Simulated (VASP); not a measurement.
# Ni (Fm-3m) in VASP: notebook

Runs on Ni. Level: LDA. Tasks: single point.

Everything below comes from runs of VASP 6.6.1. Logs are shortened: lines on timing, memory, paths and dates and some standing lists are left out, and cuts for length are marked.

### 1 The cell of the first run

Symmetry: Fm-3m, No. 225, cubic system. Conventional cell: a = 3.556 Å, b = 3.556 Å, c = 3.556 Å, α = 90.00°, β = 90.00°, γ = 90.00°. Within 3.3 Å of Ni (site symmetry m-3m) lie 12 Ni at 2.51 Å.

### 2 Single point, LDA, collinear spin, ferromagnetic start (11.24 Å³/atom)

The input, INCAR:

```
SYSTEM = Ni
PREC     = Accurate       ! precision mode
ENCUT    = 520            ! plane-wave cutoff, eV
EDIFF    = 1E-6           ! SCF threshold, eV
ISMEAR   = 0              ! smearing method
SIGMA    = 0.15           ! smearing width, eV
LREAL    = .FALSE.        ! projectors in reciprocal space
LASPH    = .TRUE.         ! aspherical terms in the spheres
NELM     = 150            ! most SCF steps
ALGO     = Normal         ! electronic algorithm
ISIF     = 2              ! what is computed and relaxed
LWAVE    = .FALSE.        ! write WAVECAR
LCHARG   = .TRUE.         ! write CHGCAR
ISPIN    = 2              ! spin polarisation
MAGMOM   = 1              ! initial moments
LORBIT   = 11             ! projections on sites
NUPDOWN  = 1.0            ! fixed moment
LMAXMIX  = 4              ! l up to which the mixer works
LELF     = .TRUE.         ! ELF
LVHAR    = .TRUE.       
NBANDS   = 15             ! bands
```

The input, KPOINTS:

```
regular mesh
0
G
  24 24 24
  0 0 0
```

The input, POSCAR:

```
Ni
1.0
    0.0000000000      1.7779195489      1.7779195489
    1.7779195489      0.0000000000      1.7779195489
    1.7779195489      1.7779195489      0.0000000000
Ni
1
Direct
    0.0000000000      0.0000000000      0.0000000000
```

Potentials or basis: VASP PAW LDA potentials, release 64 (Ni).

On the command line:

```bash
> cat potpaw_LDA.64/Ni/POTCAR > POTCAR
> mpirun -np 1 vasp_std > vasp.out
```

OUTCAR:

```text
SYSTEM = Ni
   PREC = Accurate
   ENCUT = 520
   EDIFF = 1E-6
   ISMEAR = 0
   LREAL = .FALSE.
   LASPH = .TRUE.
   NELM = 150
   ISIF = 2
   ISPIN = 2
   LORBIT = 11
   NUPDOWN = 1.0

 ion  position               nearest neighbor table
   1  0.000  0.000  0.000-

  LATTYP: Found a face centered cubic cell.
 ALAT       =     3.5558390978

  Lattice vectors:

 A1 = (   0.0000000000,   1.7779195489,   1.7779195489)
 A2 = (   1.7779195489,   0.0000000000,   1.7779195489)
 A3 = (   1.7779195489,   1.7779195489,   0.0000000000)

Analysis of symmetry for initial positions (statically):
=====================================================================
 Subroutine PRICEL returns:
 Original cell was already a primitive cell.

 Routine SETGRP: Setting up the symmetry group for a
 face centered cubic supercell.

 Subroutine GETGRP returns: Found 48 space group operations
 (whereof 48 operations were pure point group operations)
 out of a pool of 48 trial point group operations.

The static configuration has the point symmetry O_h .

Analysis of symmetry for dynamics (positions and initial velocities):
=====================================================================
 Subroutine PRICEL returns:
 Original cell was already a primitive cell.

 Routine SETGRP: Setting up the symmetry group for a
 face centered cubic supercell.

 Subroutine GETGRP returns: Found 48 space group operations
 (whereof 48 operations were pure point group operations)
 out of a pool of 48 trial point group operations.

The dynamic configuration has the point symmetry O_h .

Analysis of structural, dynamic, and magnetic symmetry:
=====================================================================
 Subroutine PRICEL returns:
 Original cell was already a primitive cell.

 Routine SETGRP: Setting up the symmetry group for a
 face centered cubic supercell.

 Subroutine GETGRP returns: Found 48 space group operations
 (whereof 48 operations were pure point group operations)
 out of a pool of 48 trial point group operations.

The overall configuration has the point symmetry O_h .

 Subroutine INISYM returns: Found 48 space group operations
 (whereof 48 operations are pure point group operations),
 and found     1 'primitive' translations

----------------------------------------------------------------------------------------

                                     Primitive cell

  volume of cell :      11.2400

  direct lattice vectors                    reciprocal lattice vectors
     0.000000000  1.777919549  1.777919549    -0.281227573  0.281227573  0.281227573
     1.777919549  0.000000000  1.777919549     0.281227573 -0.281227573  0.281227573
     1.777919549  1.777919549  0.000000000     0.281227573  0.281227573 -0.281227573

  length of vectors
     2.514357939  2.514357939  2.514357939     0.487100445  0.487100445  0.487100445

  position of ions in fractional coordinates (direct lattice)
     0.000000000  0.000000000  0.000000000

  ion indices of the primitive-cell ions
   primitive index   ion index
                 1           1

----------------------------------------------------------------------------------------

 KPOINTS: regular mesh

Automatic generation of k-mesh.
 Grid dimensions read from file:
 generate k-points for:   24   24   24

 Generating k-lattice:

  Cartesian coordinates                     Fractional coordinates (reciprocal lattice)
    -0.011717816  0.011717816  0.011717816     0.041666667  0.000000000  0.000000000
     0.011717816 -0.011717816  0.011717816     0.000000000  0.041666667  0.000000000
     0.011717816  0.011717816 -0.011717816     0.000000000  0.000000000  0.041666667

  Length of vectors
     0.020295852  0.020295852  0.020295852

  Shift w.r.t. Gamma in fractional coordinates (k-lattice)
     0.000000000  0.000000000  0.000000000

 Subroutine IBZKPT returns following result:
 ===========================================

 Found    413 irreducible k-points:

 Following reciprocal coordinates:
            Coordinates               Weight
  0.000000  0.000000  0.000000      1.000000
  0.041667  0.000000  0.000000      8.000000
  0.083333  0.000000  0.000000      8.000000
  0.125000  0.000000  0.000000      8.000000
  0.166667  0.000000  0.000000      8.000000
  0.208333  0.000000  0.000000      8.000000
[... 16 lines left out ...]
  0.416667  0.041667  0.000000     24.000000
  0.458333  0.041667  0.000000     24.000000
 [... further k-points ...]
   k-points           NKPTS =    413   k-points in BZ     NKDIM =    413   number of bands    NBANDS=     15
   number of dos      NEDOS =    301   number of ions     NIONS =      1
   total plane-waves  NPLWV =   8000
   dimension x,y,z NGX =    20 NGY =   20 NGZ =   20
   dimension x,y,z NGXF=    40 NGYF=   40 NGZF=   40
   ions per type =               1
   NGX,Y,Z   is equivalent  to a cutoff of  13.22, 13.22, 13.22 a.u.
   NGXF,Y,Z  is equivalent  to a cutoff of  26.45, 26.45, 26.45 a.u.
 SYSTEM =  Ni
   PREC   = accura    normal or accurate (medium, high low for compatibility)
   ISTART =      0    job   : 0-new  1-cont  2-samecut
   ICHARG =      2    charge: 1-file 2-atom 10-const
   ISPIN  =      2    spin polarized calculation?
   LNONCOLLINEAR =      F non collinear calculations
   LSORBIT =      F    spin-orbit coupling
   LASPH  =      T    aspherical Exc in radial PAW
   ENCUT  =  520.0 eV  38.22 Ry    6.18 a.u.   4.68  4.68  4.68*2*pi/ulx,y,z
   NELM   =    150;   NELMIN=  2; NELMDL= -5     # of ELM steps
   EDIFF  = 0.1E-05   stopping-criterion for ELM
   LREAL  =      F    real-space projection
   EDIFFG = 0.1E-04   stopping-criterion for IOM
   NSW    =      0    number of steps for IOM
   IBRION =     -1    ionic relax: 0-MD 1-quasi-New 2-CG
   NFREE  =      0    steps in history (QN), initial steepest desc. (CG)
   ISIF   =      2    stress and relaxation
   ISYM   =      2    0-nonsym 1-usesym 2-fastsym
   POTIM  = 0.5000    time-step for ionic-motion
   TEBEG  =    0.0;   TEEND  =   0.0 temperature during run
   PSTRESS=    0.0 pullay stress
   NELECT =      10.0000    total number of electrons
   NUPDOWN=       1.0000    fix difference up-down
   EMIN   =  10.00;   EMAX   =-10.00  energy-range for DOS
   EFERMI =   0.00;   METHOD = LEGACY
   ISMEAR =     0;   SIGMA  =   0.15  broadening in eV -4-tet -1-fermi 0-gaus
   EFERMI_NEDOS =   21; number of points for ismear=-14 and -15
   IALGO  =     38    algorithm
   IMIX   =      4    mixing-type and parameters
     AMIX     =   0.40;   BMIX     =  1.00
     AMIX_MAG =   1.60;   BMIX_MAG =  1.00
  volume/ion in A,a.u.               =      11.24        75.85
  Fermi-wavevector in a.u.,A,eV,Ry     =   1.574536  2.975443 33.731089  2.479165
  Thomas-Fermi vector in A             =   2.675656
   LORBIT       =     11    0 simple, 1 ext, 2 COOP (PROOUT), +10 PAW based schemes
   GGA     = CA    functional components
   LHFCALC =     F    Hartree Fock is set to
   AEXX    =    0.0000 exact exchange contribution
   IVDW    =     0    specifies the selected vdW correction
   LEPSILON=     F    determine dielectric tensor
   LRPA    =     F    only Hartree local field effects (RPA)
 spin polarized calculation
 Gauss-broadening in eV      SIGMA  =   0.15
  energy-cutoff  :      520.00
  volume of cell :       11.24
 maximum number of plane-waves:       315
   NGX =  9   NGY =  9   NGZ =  9

 number of electron      10.0000006 magnetization       1.0000001

 Free energy of the ion-electron system (eV)
  ---------------------------------------------------
  ext. energy  EPLUGINS =         0.00000000
  ---------------------------------------------------
  free energy    TOTEN  =        -6.39184606 eV

  energy without entropy =       -6.37450821  energy(sigma->0) =       -6.38317713

 E-fermi :   8.4602     XC(G=0): -13.4356

 val. band max:        9.5747962665   @ k =   0.4583   0.2500   0.0000
 cond. band min:       8.4607635063   @ k =  -0.3750   0.1250   0.0000
 fundamental gap:     -1.1140327602
 Fermi energy:         9.5914404422

 spin component 1

 k-point     1 :       0.0000    0.0000    0.0000
  band No.  band energies     occupation
      1      -0.2517      1.00000
      2       6.0036      1.00000
      3       6.0036      1.00000
      4       6.0036      1.00000
      5       7.0812      1.00000
      6       7.0812      1.00000
      7      32.0398      0.00000
      8      35.5027      0.00000
      9      35.5027      0.00000
     10      35.5027      0.00000
     11      38.3264      0.00000
     12      38.3264      0.00000
     13      38.3264      0.00000
     14      41.6665      0.00000
     15      47.2172      0.00000
[... 397 lines left out ...]
 k-point    24 :       0.4583    0.0417    0.0000
  band No.  band energies     occupation
      1       3.7450      1.00000
      2       5.9976      1.00000
      3       6.0518      1.00000
      4       7.2310      1.00000
      5       7.7092      1.00000
      6       8.2720      1.00000
      7      14.6560      0.00000
      8      30.3537      0.00000
      9      31.6264      0.00000
     10      32.2894      0.00000
     11      36.1205      0.00000
     12      36.5600      0.00000
     13      41.7034      0.00000
     14      51.1125      0.00000
     15      53.4858      0.00000

 [... further k-points ...]

 spin component 2

 k-point     1 :       0.0000    0.0000    0.0000
  band No.  band energies     occupation
      1      -0.0873      1.00000
      2       6.9478      1.00000
      3       6.9478      1.00000
      4       6.9478      1.00000
      5       7.9929      0.99999
      6       7.9929      0.99999
      7      32.1225      0.00000
      8      35.6900      0.00000
      9      35.6900      0.00000
     10      35.6900      0.00000
     11      38.6532      0.00000
     12      38.6532      0.00000
     13      38.6532      0.00000
     14      41.7521      0.00000
     15      47.5374      0.00000
[... 397 lines left out ...]
 k-point    24 :       0.4583    0.0417    0.0000
  band No.  band energies     occupation
      1       4.3425      1.00000
      2       6.8724      1.00000
      3       6.9365      1.00000
      4       7.7967      1.00000
      5       8.7131      0.00855
      6       8.9570      0.00000
      7      15.2053      0.00000
      8      30.4579      0.00000
      9      31.8971      0.00000
     10      32.5558      0.00000
     11      36.3853      0.00000
     12      36.8334      0.00000
     13      42.0379      0.00000
     14      51.4529      0.00000
     15      53.7716      0.00000

 [... further k-points ...]

------------------------ aborting loop because EDIFF is reached ----------------------------------------

  FORCE on cell =-STRESS in cart. coord.  units (eV):
  Direction    XX          YY          ZZ          XY          YZ          ZX
  --------------------------------------------------------------------------------------
  -------------------------------------------------------------------------------------
  Total       -1.3033341     -1.3033341     -1.3033341      0.0000000      0.0000000     -0.0000000
  in kB     -185.7804607   -185.7804607   -185.7804607      0.0000000      0.0000000     -0.0000000
  external PRESSURE =    -185.7804607 kB  Pullay stress =       0.0000000 kB

 VOLUME and BASIS-vectors are now :
 -----------------------------------------------------------------------------
  energy-cutoff  :      520.00
  volume of cell :       11.24
      direct lattice vectors                 reciprocal lattice vectors
     0.000000000  1.777919549  1.777919549    -0.281227573  0.281227573  0.281227573
     1.777919549  0.000000000  1.777919549     0.281227573 -0.281227573  0.281227573
     1.777919549  1.777919549  0.000000000     0.281227573  0.281227573 -0.281227573

 POSITION                                       TOTAL-FORCE (eV/Angst)
 -----------------------------------------------------------------------------------
      0.00000      0.00000      0.00000         0.000000      0.000000      0.000000
 -----------------------------------------------------------------------------------
    total drift:                                0.000000     -0.000000     -0.000000

  FREE ENERGIE OF THE ION-ELECTRON SYSTEM (eV)
  ---------------------------------------------------
  free  energy   TOTEN  =        -6.3918460580 eV

  energy  without entropy=       -6.3745082081  energy(sigma->0) =       -6.38317713

 total charge

# of ion       s       p       d       tot
------------------------------------------
    1        0.499   0.491   8.262   9.253

 magnetization (x)

# of ion       s       p       d       tot
------------------------------------------
    1        0.011   0.013   0.962   0.987
```

Run time: 2.1 min. Hardware: 1 thread of Intel Xeon Platinum 8259CL at 2.50GHz (Skylake/Cascade Lake), shared host; peak memory 0.21 GiB.

Results:

* Free energy: -6.3918 eV
* Pressure: -18.6 GPa
* Net moment: 1.00 μB per cell
* Site moments: Ni +0.99 μB
* Valence electrons inside the program's atomic spheres: Ni 9.25

Caveat: the cell stands under tension; the total moment is fixed, so each spin has its own Fermi level and the state may be an excited one.

### 3 Single point, LDA, collinear spin, ferromagnetic start (11.24 Å³/atom)

The input, INCAR:

```
SYSTEM = Ni
ALGO = Normal
EDIFF = 1E-7
ENCUT = 520
GGA = CA
ISIF = 2
ISMEAR = 0
ISPIN = 2
LASPH = .True.
LCHARG = .False.
LMAXMIX = 4
LORBIT = 11
LREAL = .False.
LWAVE = .False.
MAGMOM = 0.5
NBANDS = 15
NELM = 150
NUPDOWN = 0.5
PREC = Accurate
SIGMA = 0.15
```

The input, KPOINTS:

```
k-points
0
Gamma
  24 24 24
  0 0 0
```

POSCAR is that of step 2.

Potentials or basis: VASP PAW LDA potentials, release 64 (Ni).

On the command line:

```bash
> cat potpaw_LDA.64/Ni/POTCAR > POTCAR
> mpirun -np 1 vasp_std > vasp.out
```

Run time: 1.9 min. Hardware: 1 thread of Intel Xeon Platinum 8259CL at 2.50GHz (Skylake/Cascade Lake), shared host; peak memory 0.21 GiB.

It converged, with:

```
Free energy                                           : -6.4926 eV
Pressure                                              : -22.0 GPa
Net moment                                            : 0.50 μB per cell
Site moments                                          : Ni +0.51 μB
Valence electrons inside the program's atomic spheres : Ni 9.27
```

Caveat: the cell stands under tension; the total moment is fixed, so each spin has its own Fermi level and the state may be an excited one.
